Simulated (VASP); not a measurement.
# AgCl (I4/mmm) in VASP: a series of runs

The runs below take AgCl through single point, with PBE.

Everything below comes from runs of VASP 6.6.1. Logs are shortened: lines on timing, memory, paths and dates and some standing lists are left out, and cuts for length are marked.

### Step 1. The cell of the first run

Symmetry: I4/mmm, No. 139, tetragonal system. Conventional cell: a = 4.286 Å, b = 4.286 Å, c = 5.612 Å, α = 90.00°, β = 90.00°, γ = 90.00°. Ag (site symmetry 4/mmm) has 6 Cl at 2.81 to 3.03 Å within 3.7 Å. Cl (site symmetry 4/mmm) has 6 Ag at 2.81 to 3.03 Å within 3.7 Å.

### Step 2. Single point, PBE (strain +0.080 along x and y, +0.000 along z)

Input file INCAR:

```
PREC = Accurate ; ENCUT = 520
EDIFF = 1E-6 ; ISMEAR = 0
SIGMA = 0.05 ; LREAL = F
LASPH = T ; NELM = 60
ALGO = Normal ; ISIF = 2
LWAVE = F ; LCHARG = F
GGA = PE ; NBANDS = 16
```

Input file KPOINTS:

```
Automatic mesh
0
Gamma
  8 8 8
```

Input file POSCAR:

```
AgCl
1.0
    0.0000000000      3.0305046789      2.8060228508
    3.0305046789      0.0000000000      2.8060228508
    3.0305046789      3.0305046789      0.0000000000
Ag Cl
1 1
Direct
    0.5000000000      0.5000000000      0.5000000000
    0.0000000000      0.0000000000      0.0000000000
```

Potentials or basis: VASP PAW PBE potentials, release 64 (Ag, Cl).

Launch:

```bash
cat potpaw_PBE.64/Ag/POTCAR potpaw_PBE.64/Cl/POTCAR > POTCAR
mpirun -np 1 vasp_std > vasp.out
```

OUTCAR:

```text
PREC = Accurate
   ENCUT = 520
   EDIFF = 1E-6
   ISMEAR = 0
   LREAL = F
   LASPH = T
   NELM = 60
   ISIF = 2
   GGA = PE

 ion  position               nearest neighbor table
   1  0.500  0.500  0.500-   2 2.81   2 2.81   2 3.03   2 3.03   2 3.03   2 3.03
   2  0.000  0.000  0.000-   1 2.81   1 2.81   1 3.03   1 3.03   1 3.03   1 3.03

  LATTYP: Found a body centered tetragonal cell.
 ALAT       =     4.2857808177
 C/A-ratio  =     1.3094570022

  Lattice vectors:

 A1 = (   0.0000000000,  -3.0305046789,  -2.8060228508)
 A2 = (   0.0000000000,   3.0305046789,  -2.8060228508)
 A3 = (   3.0305046789,   0.0000000000,   2.8060228508)

Analysis of symmetry for initial positions (statically):
=====================================================================
 Subroutine PRICEL returns:
 Original cell was already a primitive cell.

 Routine SETGRP: Setting up the symmetry group for a
 body centered tetragonal supercell.

 Subroutine GETGRP returns: Found 16 space group operations
 (whereof 16 operations were pure point group operations)
 out of a pool of 16 trial point group operations.

The static configuration has the point symmetry D_4h.

Analysis of symmetry for dynamics (positions and initial velocities):
=====================================================================
 Subroutine PRICEL returns:
 Original cell was already a primitive cell.

 Routine SETGRP: Setting up the symmetry group for a
 body centered tetragonal supercell.

 Subroutine GETGRP returns: Found 16 space group operations
 (whereof 16 operations were pure point group operations)
 out of a pool of 16 trial point group operations.

The dynamic configuration has the point symmetry D_4h.

 Subroutine INISYM returns: Found 16 space group operations
 (whereof 16 operations are pure point group operations),
 and found     1 'primitive' translations

----------------------------------------------------------------------------------------

                                     Primitive cell

  volume of cell :      51.5408

  direct lattice vectors                    reciprocal lattice vectors
     0.000000000  3.030504679  2.806022851    -0.164989021  0.164989021  0.178188143
     3.030504679  0.000000000  2.806022851     0.164989021 -0.164989021  0.178188143
     3.030504679  3.030504679  0.000000000     0.164989021  0.164989021 -0.178188143

  length of vectors
     4.130099617  4.130099617  4.285780818     0.293587752  0.293587752  0.293587752

  position of ions in fractional coordinates (direct lattice)
     0.500000000  0.500000000  0.500000000
     0.000000000  0.000000000  0.000000000

  ion indices of the primitive-cell ions
   primitive index   ion index
                 1           1
                 2           2

----------------------------------------------------------------------------------------

 KPOINTS: Automatic mesh

Automatic generation of k-mesh.
 Grid dimensions read from file:
 generate k-points for:    8    8    8

 Generating k-lattice:

  Cartesian coordinates                     Fractional coordinates (reciprocal lattice)
    -0.020623628  0.020623628  0.022273518     0.125000000  0.000000000  0.000000000
     0.020623628 -0.020623628  0.022273518     0.000000000  0.125000000  0.000000000
     0.020623628  0.020623628 -0.022273518     0.000000000  0.000000000  0.125000000

  Length of vectors
     0.036698469  0.036698469  0.036698469

  Shift w.r.t. Gamma in fractional coordinates (k-lattice)
     0.000000000  0.000000000  0.000000000

 Subroutine IBZKPT returns following result:
 ===========================================

 Found     59 irreducible k-points:

 Following reciprocal coordinates:
            Coordinates               Weight
  0.000000  0.000000  0.000000      1.000000
  0.125000 -0.000000  0.000000      8.000000
  0.250000 -0.000000  0.000000      8.000000
  0.375000 -0.000000  0.000000      8.000000
  0.500000 -0.000000  0.000000      4.000000
  0.125000  0.125000  0.000000      2.000000
[... 16 lines left out ...]
  0.250000  0.000000  0.125000     16.000000
  0.375000  0.000000  0.125000     16.000000
 [... further k-points ...]
   k-points           NKPTS =     59   k-points in BZ     NKDIM =     59   number of bands    NBANDS=     16
   number of dos      NEDOS =    301   number of ions     NIONS =      2
   total plane-waves  NPLWV =  32768
   dimension x,y,z NGX =    32 NGY =   32 NGZ =   32
   dimension x,y,z NGXF=    64 NGYF=   64 NGZF=   64
   ions per type =               1   1
   NGX,Y,Z   is equivalent  to a cutoff of  12.88, 12.88, 12.41 a.u.
   NGXF,Y,Z  is equivalent  to a cutoff of  25.76, 25.76, 24.83 a.u.
 SYSTEM =  unknown system
   PREC   = accura    normal or accurate (medium, high low for compatibility)
   ISTART =      0    job   : 0-new  1-cont  2-samecut
   ICHARG =      2    charge: 1-file 2-atom 10-const
   ISPIN  =      1    spin polarized calculation?
   LNONCOLLINEAR =      F non collinear calculations
   LSORBIT =      F    spin-orbit coupling
   LASPH  =      T    aspherical Exc in radial PAW
   ENCUT  =  520.0 eV  38.22 Ry    6.18 a.u.   7.68  7.68  7.97*2*pi/ulx,y,z
   NELM   =     60;   NELMIN=  2; NELMDL= -5     # of ELM steps
   EDIFF  = 0.1E-05   stopping-criterion for ELM
   LREAL  =      F    real-space projection
   EDIFFG = 0.1E-04   stopping-criterion for IOM
   NSW    =      0    number of steps for IOM
   IBRION =     -1    ionic relax: 0-MD 1-quasi-New 2-CG
   NFREE  =      0    steps in history (QN), initial steepest desc. (CG)
   ISIF   =      2    stress and relaxation
   ISYM   =      2    0-nonsym 1-usesym 2-fastsym
   POTIM  = 0.5000    time-step for ionic-motion
   TEBEG  =    0.0;   TEEND  =   0.0 temperature during run
   PSTRESS=    0.0 pullay stress
   NELECT =      18.0000    total number of electrons
   NUPDOWN=      -1.0000    fix difference up-down
   EMIN   =  10.00;   EMAX   =-10.00  energy-range for DOS
   EFERMI =   0.00;   METHOD = LEGACY
   ISMEAR =     0;   SIGMA  =   0.05  broadening in eV -4-tet -1-fermi 0-gaus
   EFERMI_NEDOS =   21; number of points for ismear=-14 and -15
   IALGO  =     38    algorithm
   IMIX   =      4    mixing-type and parameters
     AMIX     =   0.40;   BMIX     =  1.00
     AMIX_MAG =   1.60;   BMIX_MAG =  1.00
  volume/ion in A,a.u.               =      25.77       173.91
  Fermi-wavevector in a.u.,A,eV,Ry     =   1.152874  2.178617 18.083764  1.329119
  Thomas-Fermi vector in A             =   2.289522
   LORBIT       =      0    0 simple, 1 ext, 2 COOP (PROOUT), +10 PAW based schemes
   GGA     = PE    functional components
   LHFCALC =     F    Hartree Fock is set to
   AEXX    =    0.0000 exact exchange contribution
   IVDW    =     0    specifies the selected vdW correction
   LEPSILON=     F    determine dielectric tensor
   LRPA    =     F    only Hartree local field effects (RPA)
 non-spin polarized calculation
 Gauss-broadening in eV      SIGMA  =   0.05
  energy-cutoff  :      520.00
  volume of cell :       51.54
 maximum number of plane-waves:      1409
   NGX = 15   NGY = 15   NGZ = 15

 number of electron      18.0000003 magnetization

 Free energy of the ion-electron system (eV)
  ---------------------------------------------------
  ext. energy  EPLUGINS =         0.00000000
  ---------------------------------------------------
  free energy    TOTEN  =        -5.29142790 eV

  energy without entropy =       -5.29142790  energy(sigma->0) =       -5.29142790

 E-fermi :   2.1090     XC(G=0):  -8.9936

 val. band max:        1.8240093240   @ k =   0.5000  -0.0000   0.0000
 cond. band min:       2.7036586220   @ k =   0.0000   0.0000   0.0000
 fundamental gap:      0.8796492979
 Fermi energy:         2.1089554593

 k-point     1 :       0.0000    0.0000    0.0000
  band No.  band energies     occupation
      1     -12.3903      2.00000
      2      -0.2304      2.00000
      3      -0.2304      2.00000
      4      -0.1691      2.00000
      5      -0.1592      2.00000
      6      -0.1272      2.00000
[... 8 lines left out ...]
     15      13.4470      0.00000
     16      14.2628      0.00000

 k-point     2 :       0.1250   -0.0000    0.0000
  band No.  band energies     occupation
      1     -12.3551      2.00000
      2      -0.7778      2.00000
      3      -0.5675      2.00000
      4      -0.5610      2.00000
      5      -0.1796      2.00000
      6      -0.1293      2.00000
[... 8 lines left out ...]
     15      13.3082      0.00000
     16      14.1879      0.00000

 k-point     3 :       0.2500   -0.0000    0.0000
  band No.  band energies     occupation
      1     -12.2680      2.00000
      2      -1.4853      2.00000
      3      -1.0896      2.00000
      4      -0.9709      2.00000
      5      -0.0870      2.00000
      6      -0.0688      2.00000
[... 8 lines left out ...]
     15      13.8700      0.00000
     16      14.0808      0.00000

 k-point     4 :       0.3750   -0.0000    0.0000
  band No.  band energies     occupation
      1     -12.1775      2.00000
      2      -2.0526      2.00000
      3      -1.4003      2.00000
      4      -1.2403      2.00000
      5      -0.0066      2.00000
      6       0.0097      2.00000
[... 8 lines left out ...]
     15      14.7152      0.00000
     16      14.8969      0.00000

 k-point     5 :       0.5000   -0.0000    0.0000
  band No.  band energies     occupation
      1     -12.1390      2.00000
      2      -2.2615      2.00000
      3      -1.5046      2.00000
      4      -1.3337      2.00000
      5       0.0191      2.00000
      6       0.0509      2.00000
[... 8 lines left out ...]
     15      15.0898      0.00000
     16      15.6671      0.00000

 k-point     6 :       0.1250    0.1250    0.0000
  band No.  band energies     occupation
      1     -12.3340      2.00000
      2      -1.2833      2.00000
      3      -0.4722      2.00000
      4      -0.4722      2.00000
      5      -0.1552      2.00000
      6      -0.1361      2.00000
[... 8 lines left out ...]
     15      14.7194      0.00000
     16      15.0298      0.00000

 k-point     7 :       0.2500    0.1250    0.0000
  band No.  band energies     occupation
      1     -12.2612      2.00000
      2      -1.7477      2.00000
      3      -0.8136      2.00000
      4      -0.7691      2.00000
      5      -0.1458      2.00000
      6      -0.0654      2.00000
[... 8 lines left out ...]
     15      14.7090      0.00000
     16      15.1417      0.00000

 k-point     8 :       0.3750    0.1250    0.0000
  band No.  band energies     occupation
      1     -12.1772      2.00000
      2      -2.0640      2.00000
      3      -1.2360      2.00000
      4      -1.0865      2.00000
      5      -0.0830      2.00000
      6       0.0275      2.00000
[... 8 lines left out ...]
     15      15.3569      0.00000
     16      15.4375      0.00000

 k-point     9 :       0.5000    0.1250    0.0000
  band No.  band energies     occupation
      1     -12.1324      2.00000
      2      -2.1460      2.00000
      3      -1.4488      2.00000
      4      -1.2681      2.00000
      5      -0.0166      2.00000
      6       0.0559      2.00000
[... 8 lines left out ...]
     15      15.7480      0.00000
     16      15.9731      0.00000
[... 172 lines left out ...]
 k-point    19 :       0.5000    0.3750    0.0000
  band No.  band energies     occupation
      1     -12.1005      2.00000
      2      -1.6011      2.00000
      3      -0.8570      2.00000
      4      -0.7745      2.00000
      5      -0.2223      2.00000
      6       0.0783      2.00000
[... 8 lines left out ...]
     15      16.3932      0.00000
     16      16.7685      0.00000

 k-point    20 :      -0.3750    0.3750    0.0000
  band No.  band energies     occupation
      1     -12.1011      2.00000
      2      -1.3728      2.00000
      3      -1.2703      2.00000
      4      -1.0310      2.00000
      5      -0.1033      2.00000
      6       0.0571      2.00000
[... 8 lines left out ...]
     15      15.3096      0.00000
     16      17.0487      0.00000

 k-point    21 :       0.5000    0.5000    0.0000
  band No.  band energies     occupation
      1     -12.0938      2.00000
      2      -1.4843      2.00000
      3      -0.5285      2.00000
      4      -0.5285      2.00000
      5      -0.3496      2.00000
      6      -0.0000      2.00000
[... 8 lines left out ...]
     15      16.6330      0.00000
     16      16.6865      0.00000

 k-point    22 :       0.1250    0.0000    0.1250
  band No.  band energies     occupation
      1     -12.3500      2.00000
      2      -0.8979      2.00000
      3      -0.4456      2.00000
      4      -0.2637      2.00000
      5      -0.2555      2.00000
      6      -0.1513      2.00000
[... 8 lines left out ...]
     15      14.7946      0.00000
     16      15.1313      0.00000

 k-point    23 :       0.2500    0.0000    0.1250
  band No.  band energies     occupation
      1     -12.2865      2.00000
      2      -1.2998      2.00000
      3      -0.9049      2.00000
      4      -0.6686      2.00000
      5      -0.1830      2.00000
      6      -0.0666      2.00000
[... 8 lines left out ...]
     15      14.6179      0.00000
     16      15.2299      0.00000

 k-point    24 :       0.3750    0.0000    0.1250
  band No.  band energies     occupation
      1     -12.1991      2.00000
      2      -1.7519      2.00000
      3      -1.3254      2.00000
      4      -1.0766      2.00000
      5      -0.0828      2.00000
      6       0.0095      2.00000
[... 8 lines left out ...]
     15      14.8742      0.00000
     16      15.3591      0.00000

 [... further k-points ...]
[... 5 lines left out ...]
  --------------------------------------------------------------------------------------
  -------------------------------------------------------------------------------------
  Total       -1.2236943     -1.2236943     -1.5291995      0.0000000      0.0000000      0.0000000
  in kB      -38.0392888    -38.0392888    -47.5361072      0.0000000      0.0000000      0.0000000
  external PRESSURE =     -41.2048949 kB  Pullay stress =       0.0000000 kB

 VOLUME and BASIS-vectors are now :
 -----------------------------------------------------------------------------
  energy-cutoff  :      520.00
  volume of cell :       51.54
      direct lattice vectors                 reciprocal lattice vectors
     0.000000000  3.030504679  2.806022851    -0.164989021  0.164989021  0.178188143
     3.030504679  0.000000000  2.806022851     0.164989021 -0.164989021  0.178188143
     3.030504679  3.030504679  0.000000000     0.164989021  0.164989021 -0.178188143

 POSITION                                       TOTAL-FORCE (eV/Angst)
 -----------------------------------------------------------------------------------
      3.03050      3.03050      2.80602        -0.000000      0.000000      0.000000
      0.00000      0.00000      0.00000         0.000000     -0.000000      0.000000
 -----------------------------------------------------------------------------------
    total drift:                                0.000000     -0.000000      0.000000

  FREE ENERGIE OF THE ION-ELECTRON SYSTEM (eV)
  ---------------------------------------------------
  free  energy   TOTEN  =        -5.2914279049 eV

  energy  without entropy=       -5.2914279049  energy(sigma->0) =       -5.29142790
```

Run time: 18 s. Hardware: 1 thread of Intel Xeon 6975P-C, shared host; peak memory 0.2 GiB.

What came out:

```
Free energy            : -5.2914 eV
Pressure               : -4.1 GPa
Band gap on the k mesh : 0.88 eV, indirect (least direct gap 2.58 eV)
```

Caveat: the cell differs from its parent crystal (strain +0.080 along x and y, +0.000 along z). A k mesh can miss the band edges.

(Part 1 of 2 ends here.)
